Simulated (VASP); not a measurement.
# Mo in VASP: single point with PBE

Aim: the single point of Mo with PBE.

Program: VASP 6.6.1. These are calculated values, not measurements. Logs are shortened: lines on timing, memory, paths and dates and some standing lists are left out, and cuts for length are marked.

**1. The cell of the first run**

The cell holds a slab with vacuum, 1 atom: a = 4.470 Å, b = 4.470 Å, c = 16.000 Å, α = 90.00°, β = 90.00°, γ = 120.00°.

**2. Single point, PBE**

Input file POSCAR:

```
Mo
1.0
    4.4701026544      0.0000000000      0.0000000000
   -2.2350513272      3.8712224563      0.0000000000
    0.0000000000      0.0000000000     16.0000000000
Mo
1
Direct
    0.0000000000      0.0000000000      0.5000000000
```

Input file INCAR.step1:

```
PREC = Accurate
ENCUT = 520
EDIFF = 1E-6
ISMEAR = -1
SIGMA = 0.1
LREAL = F
LASPH = T
NELM = 80
ALGO = Normal
ISIF = 2
LWAVE = F
LCHARG = T
LMAXMIX = 4
LDIPOL = T
IDIPOL = 3
DIPOL = 0.5 0.5 0.500
GGA = PE
NBANDS = 13
```

Input file KPOINTS.step1:

```
Automatic mesh
0
Gamma
  10 10 1
```

Input file INCAR.step2:

```
PREC = Accurate
ENCUT = 520
EDIFF = 1E-6
ISMEAR = -5
SIGMA = 0.1
LREAL = F
LASPH = T
NELM = 80
ALGO = Normal
ISIF = 2
LWAVE = F
LCHARG = F
LMAXMIX = 4
LDIPOL = T
IDIPOL = 3
DIPOL = 0.5 0.5 0.500
GGA = PE
LORBIT = 11
NBANDS = 13
NEDOS = 1001
ICHARG = 11
```

Input file KPOINTS.step2:

```
Automatic mesh
0
Gamma
  15 15 1
```

Potentials or basis: VASP PAW PBE potentials, release 64 (Mo_sv).

Launch:

```console
$ cat potpaw_PBE.64/Mo_sv/POTCAR > POTCAR
$ cp INCAR.step1 INCAR
$ cp KPOINTS.step1 KPOINTS
$ mpirun -np 1 vasp_std > vasp.out
$ cp INCAR.step2 INCAR
$ cp KPOINTS.step2 KPOINTS
$ mpirun -np 1 vasp_std > vasp.out
```

OUTCAR:

```text
PREC = Accurate
   ENCUT = 520
   EDIFF = 1E-6
   ISMEAR = -5
   LREAL = F
   LASPH = T
   NELM = 80
   ISIF = 2
   GGA = PE
   LORBIT = 11
   ICHARG = 11

 ion  position               nearest neighbor table
   1  0.000  0.000  0.500-

  LATTYP: Found a hexagonal cell.
 ALAT       =     4.4701026544
 C/A-ratio  =     3.5793361444

  Lattice vectors:

 A1 = (   4.4701026544,   0.0000000000,   0.0000000000)
 A2 = (  -2.2350513272,   3.8712224563,   0.0000000000)
 A3 = (   0.0000000000,   0.0000000000,  16.0000000000)

Analysis of symmetry for initial positions (statically):
=====================================================================
 Subroutine PRICEL returns:
 Original cell was already a primitive cell.

 Routine SETGRP: Setting up the symmetry group for a
 hexagonal supercell.

 Subroutine GETGRP returns: Found 24 space group operations
 (whereof 24 operations were pure point group operations)
 out of a pool of 24 trial point group operations.

The static configuration has the point symmetry D_6h.

Analysis of symmetry for dynamics (positions and initial velocities):
=====================================================================
 Subroutine PRICEL returns:
 Original cell was already a primitive cell.

 Routine SETGRP: Setting up the symmetry group for a
 hexagonal supercell.

 Subroutine GETGRP returns: Found 24 space group operations
 (whereof 24 operations were pure point group operations)
 out of a pool of 24 trial point group operations.

The dynamic configuration has the point symmetry D_6h.

 Subroutine INISYM returns: Found 24 space group operations
 (whereof 24 operations are pure point group operations),
 and found     1 'primitive' translations

----------------------------------------------------------------------------------------

                                     Primitive cell

  volume of cell :     276.8762

  direct lattice vectors                    reciprocal lattice vectors
     4.470102654  0.000000000  0.000000000     0.223708509  0.129158168  0.000000000
    -2.235051327  3.871222456  0.000000000     0.000000000  0.258316336  0.000000000
     0.000000000  0.000000000 16.000000000     0.000000000  0.000000000  0.062500000

  length of vectors
     4.470102654  4.470102654 16.000000000     0.258316336  0.258316336  0.062500000

  position of ions in fractional coordinates (direct lattice)
     0.000000000  0.000000000  0.500000000

  ion indices of the primitive-cell ions
   primitive index   ion index
                 1           1

----------------------------------------------------------------------------------------

 KPOINTS: Automatic mesh

Automatic generation of k-mesh.
 Grid dimensions read from file:
 generate k-points for:   15   15    1

 Generating k-lattice:

  Cartesian coordinates                     Fractional coordinates (reciprocal lattice)
     0.014913901  0.008610545  0.000000000     0.066666667  0.000000000  0.000000000
     0.000000000  0.017221089  0.000000000     0.000000000  0.066666667  0.000000000
     0.000000000  0.000000000  0.062500000     0.000000000  0.000000000  1.000000000

  Length of vectors
     0.017221089  0.017221089  0.062500000

  Shift w.r.t. Gamma in fractional coordinates (k-lattice)
     0.000000000  0.000000000  0.000000000

 TETIRR: Found    118 inequivalent tetrahedra from     1350

 Subroutine IBZKPT returns following result:
 ===========================================

 Found     27 irreducible k-points:

 Following reciprocal coordinates:
            Coordinates               Weight
  0.000000  0.000000  0.000000      1.000000
  0.066667  0.000000  0.000000      6.000000
  0.133333  0.000000  0.000000      6.000000
  0.200000  0.000000  0.000000      6.000000
  0.266667  0.000000  0.000000      6.000000
  0.333333  0.000000  0.000000      6.000000
[... 16 lines left out ...]
  0.333333  0.200000  0.000000     12.000000
  0.400000  0.200000  0.000000      6.000000
 [... further k-points ...]
   k-points           NKPTS =     27   k-points in BZ     NKDIM =     27   number of bands    NBANDS=     13
   number of dos      NEDOS =   1001   number of ions     NIONS =      1
   total plane-waves  NPLWV = 155520
   dimension x,y,z NGX =    36 NGY =   36 NGZ =  120
   dimension x,y,z NGXF=    72 NGYF=   72 NGZF=  240
   ions per type =               1
   NGX,Y,Z   is equivalent  to a cutoff of  13.39, 13.39, 12.47 a.u.
   NGXF,Y,Z  is equivalent  to a cutoff of  26.78, 26.78, 24.94 a.u.
 SYSTEM =  unknown system
   PREC   = accura    normal or accurate (medium, high low for compatibility)
   ISTART =      0    job   : 0-new  1-cont  2-samecut
   ICHARG =     11    charge: 1-file 2-atom 10-const
   ISPIN  =      1    spin polarized calculation?
   LNONCOLLINEAR =      F non collinear calculations
   LSORBIT =      F    spin-orbit coupling
   LASPH  =      T    aspherical Exc in radial PAW
   ENCUT  =  520.0 eV  38.22 Ry    6.18 a.u.   8.31  8.31 29.75*2*pi/ulx,y,z
   NELM   =     80;   NELMIN=  2; NELMDL=  0     # of ELM steps
   EDIFF  = 0.1E-05   stopping-criterion for ELM
   LREAL  =      F    real-space projection
   EDIFFG = 0.1E-04   stopping-criterion for IOM
   NSW    =      0    number of steps for IOM
   IBRION =     -1    ionic relax: 0-MD 1-quasi-New 2-CG
   NFREE  =      0    steps in history (QN), initial steepest desc. (CG)
   ISIF   =      2    stress and relaxation
   ISYM   =      2    0-nonsym 1-usesym 2-fastsym
   POTIM  = 0.5000    time-step for ionic-motion
   TEBEG  =    0.0;   TEEND  =   0.0 temperature during run
   PSTRESS=    0.0 pullay stress
   NELECT =      14.0000    total number of electrons
   NUPDOWN=      -1.0000    fix difference up-down
   EMIN   =  10.00;   EMAX   =-10.00  energy-range for DOS
   EFERMI =   0.00;   METHOD = LEGACY
   ISMEAR =    -5;   SIGMA  =   0.10  broadening in eV -4-tet -1-fermi 0-gaus
   EFERMI_NEDOS =   21; number of points for ismear=-14 and -15
   IALGO  =     38    algorithm
   IMIX   =      4    mixing-type and parameters
     AMIX     =   0.40;   BMIX     =  1.00
     AMIX_MAG =   1.60;   BMIX_MAG =  1.00
  volume/ion in A,a.u.               =     276.88      1868.45
  Fermi-wavevector in a.u.,A,eV,Ry     =   0.605372  1.143987  4.986198  0.366475
  Thomas-Fermi vector in A             =   1.659071
   LORBIT       =     11    0 simple, 1 ext, 2 COOP (PROOUT), +10 PAW based schemes
   GGA     = PE    functional components
   LHFCALC =     F    Hartree Fock is set to
   AEXX    =    0.0000 exact exchange contribution
   IVDW    =     0    specifies the selected vdW correction
   LEPSILON=     F    determine dielectric tensor
   LRPA    =     F    only Hartree local field effects (RPA)
 non-spin polarized calculation
 Fermi weights with tetrahedron method with Bloechl corrections
  energy-cutoff  :      520.00
  volume of cell :      276.88
 maximum number of plane-waves:      7483
 NGX is ok and might be reduce to    36

 number of electron      14.0000003 magnetization

 dipolmoment           0.000000      0.000000     -0.000000 electrons x Angstroem

 Free energy of the ion-electron system (eV)
  ---------------------------------------------------
  ext. energy  EPLUGINS =         0.00000000
  ---------------------------------------------------
  free energy    TOTEN  =        -2.02158294 eV

  energy without entropy =       -2.02158294  energy(sigma->0) =       -2.02158294

 E-fermi :  -3.2861     XC(G=0):  -2.2445

 val. band max:       -3.2887402564   @ k =   0.2000   0.2000   0.0000
 cond. band min:      -3.2866044524   @ k =   0.2667   0.1333   0.0000
 fundamental gap:      0.0021358040
 Fermi energy:        -3.2861145354

 k-point     1 :       0.0000    0.0000    0.0000
  band No.  band energies     occupation
      1     -64.2060      2.00000
      2     -38.3013      2.00000
      3     -38.2838      2.00000
      4     -38.2838      2.00000
      5      -4.9053      2.00000
      6      -3.4014      2.00000
      7      -3.3531      2.00000
      8      -3.3531      2.00000
      9      -3.0946      0.00000
     10      -3.0946      0.00000
     11      -1.2615      0.00000
     12       0.7807      0.00000
     13       1.6922      0.00000

 k-point     2 :       0.0667    0.0000    0.0000
  band No.  band energies     occupation
      1     -64.2060      2.00000
      2     -38.3013      2.00000
      3     -38.2840      2.00000
      4     -38.2839      2.00000
      5      -4.8543      2.00000
      6      -3.3954      2.00000
      7      -3.3640      2.00000
      8      -3.3342      2.10455
      9      -3.1207      0.00000
     10      -3.0981      0.00000
     11      -1.1963      0.00000
     12       0.8234      0.00000
     13       1.7387      0.00000

 k-point     3 :       0.1333    0.0000    0.0000
  band No.  band energies     occupation
      1     -64.2060      2.00000
      2     -38.3012      2.00000
      3     -38.2846      2.00000
      4     -38.2840      2.00000
      5      -4.7038      2.00000
      6      -3.3935      2.00000
      7      -3.3765      2.00000
      8      -3.2796      0.55755
      9      -3.1878      0.00000
     10      -3.1079      0.00000
     11      -1.0115      0.00000
     12       0.9514      0.00000
     13       1.8774      0.00000
[... 305 lines left out ...]
 k-point    23 :       0.3333    0.2000    0.0000
  band No.  band energies     occupation
      1     -64.2059      2.00000
      2     -38.3009      2.00000
      3     -38.2876      2.00000
      4     -38.2858      2.00000
      5      -3.6218      2.00000
      6      -3.4520      2.00000
      7      -3.2603      0.56674
      8      -3.2564      0.00000
      9      -3.2107      0.00000
     10      -2.1151      0.00000
     11      -0.5686      0.00000
     12       0.9295      0.00000
     13       1.2356      0.00000

 k-point    24 :       0.4000    0.2000    0.0000
  band No.  band energies     occupation
      1     -64.2059      2.00000
      2     -38.3009      2.00000
      3     -38.2877      2.00000
      4     -38.2859      2.00000
      5      -3.6306      2.00000
      6      -3.4562      2.00000
      7      -3.2701      0.27732
      8      -3.2491      0.00000
      9      -3.1459      0.00000
     10      -1.8294      0.00000
     11      -0.9565      0.00000
     12       1.1161      0.00000
     13       1.1420      0.00000

 [... further k-points ...]

------------------------ aborting loop because EDIFF is reached ----------------------------------------

 vacuum level on the upper side and lower side of the slab       (xc-potential included)        -0.111        -0.111

  FORCE on cell =-STRESS in cart. coord.  units (eV):
  Direction    XX          YY          ZZ          XY          YZ          ZX
  --------------------------------------------------------------------------------------
  -------------------------------------------------------------------------------------
  Total       -6.8631445     -6.8631445      0.4510238     -0.0000000     -0.0000000      0.0000000
  in kB      -39.7144102    -39.7144102      2.6099032     -0.0000000     -0.0000000      0.0000000
  external PRESSURE =     -25.6063057 kB  Pullay stress =       0.0000000 kB

 VOLUME and BASIS-vectors are now :
 -----------------------------------------------------------------------------
  energy-cutoff  :      520.00
  volume of cell :      276.88
      direct lattice vectors                 reciprocal lattice vectors
     4.470102654  0.000000000  0.000000000     0.223708509  0.129158168  0.000000000
    -2.235051327  3.871222456  0.000000000     0.000000000  0.258316336  0.000000000
     0.000000000  0.000000000 16.000000000     0.000000000  0.000000000  0.062500000

 POSITION                                       TOTAL-FORCE (eV/Angst)
 -----------------------------------------------------------------------------------
      0.00000      0.00000      8.00000         0.000000      0.000000      0.000000
 -----------------------------------------------------------------------------------
    total drift:                                0.000000     -0.000000      0.000000

  FREE ENERGIE OF THE ION-ELECTRON SYSTEM (eV)
  ---------------------------------------------------
  free  energy   TOTEN  =        -2.0215829355 eV

  energy  without entropy=       -2.0215829355  energy(sigma->0) =       -2.02158294

 vacuum level on the upper side and lower side of the slab         0.995         0.995

 total charge

# of ion       s       p       d       tot
------------------------------------------
    1        2.224   5.956   3.748  11.928
```

Wall time 3.6 min (1 thread of Intel Xeon 8259CL, shared host); peak memory 0.39 GiB.

Results:

```
Valence electrons inside the program's atomic spheres : Mo 11.93
```

Levels at points of the mesh, in eV from the Fermi level:
```tsv
k point	band 5	band 6	band 7	band 8	band 9	band 10
(0.00, 0.00, 0.00)	-1.62	-0.12	-0.07	-0.07	0.19	0.19
```
